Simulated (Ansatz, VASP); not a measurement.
# W in VASP and in Ansatz

```
W
1.0
    -1.53341    1.53341    1.53341
     1.53341   -1.53341    1.53341
     1.53341    1.53341   -1.53341
W
1
Direct
  0.00000 0.00000 0.00000
```

Change from the starting cell: strain -0.040 along x and y, -0.040 along z, atoms carried along.

Alike in both runs: task single point; functional PBEsol; k mesh 20 × 20 × 20; occupations gaussian, width 0.15 eV; no spin polarisation.

|  | VASP | Ansatz |
| --- | --- | --- |
| version | VASP 6.6.1 | Ansatz 0.2.0 |
| potentials or method | VASP PAW PBE potentials, release 64 (W_sv), cutoff 520 eV | scalar-relativistic, plane waves, PAW |
| valence electrons in the cell | 14 | 14 |

```tsv
	VASP	Ansatz	Ansatz less VASP
gap on the k mesh at the Fermi level (eV)	none	none	-
pressure (GPa)	33.6	32.4	-1.21
```

VASP's potentials were made for PBE, not for PBEsol. A gap of «none» marks a metal or a gap that the smearing closes. Both programs put the cell under a high pressure, so it lies far from rest at this level.

Neither program's run includes spin-orbit coupling.
